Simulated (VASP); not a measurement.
Write the native input for VASP 6.6.1 that does the following.

```
Task                   : single point
Functional             : LDA
Potentials or basis    : VASP PAW LDA potentials, release 64 (K_sv, Br)
Cutoff                 : 520 eV
k mesh                 : 6 × 6 × 6
Occupations            : gaussian, width 0.05 eV
Spin                   : no spin polarisation
Dipole correction      : no
Further INCAR settings : ALGO = Normal; EDIFF = 1e-07; NBANDS = 15
```

The structure of KBr lies in POSCAR:

```
KBr
1.0
    0.0411562500      3.2925000000      3.2925000000
    3.3336562500      0.0000000000      3.3336562500
    3.2925000000      3.2925000000      0.0411562500
K Br
1 1
Direct
    0.0000000000      0.0000000000      0.0000000000
    0.5000000000      0.5000000000      0.5000000000
```

This cell differs from its parent crystal: strain +0.0250 x Voigt [0, 0, 0, 0, 1, 0].

One way to write it, as run:

INCAR

```
SYSTEM = KBr
ALGO     = Normal         ! electronic algorithm
EDIFF    = 1E-7           ! SCF threshold, eV
ENCUT    = 520            ! plane-wave cutoff, eV
GGA      = CA             ! functional
ISIF     = 2              ! what is computed and relaxed
ISMEAR   = 0              ! smearing method
LASPH    = .TRUE.         ! aspherical terms in the spheres
LCHARG   = .FALSE.        ! write CHGCAR
LREAL    = .FALSE.        ! projectors in reciprocal space
LWAVE    = .FALSE.        ! write WAVECAR
NBANDS   = 15             ! bands
NELM     = 80             ! most SCF steps
PREC     = Accurate       ! precision mode
SIGMA    = 0.05           ! smearing width, eV
```

KPOINTS

```
k-points
0
G
  6 6 6
  0 0 0
```

Potentials or basis: VASP PAW LDA potentials, release 64 (K_sv, Br).

The run is started by

```bash
$ cat potpaw_LDA.64/K_sv/POTCAR potpaw_LDA.64/Br/POTCAR > POTCAR
$ mpirun -np 1 vasp_std > vasp.out
```

It gave:

| Property | Result |
| --- | --- |
| Pressure | -1.5 GPa |
| Band gap on the k mesh | 4.03 eV, direct |

Caveat: the cell differs from its parent crystal (strain +0.0250 x Voigt [0, 0, 0, 0, 1, 0]).

It took 19 s on 1 thread of Intel(R) Xeon(R) 6975P-C (Granite Rapids), on a shared host, peak memory 0.19 GiB.
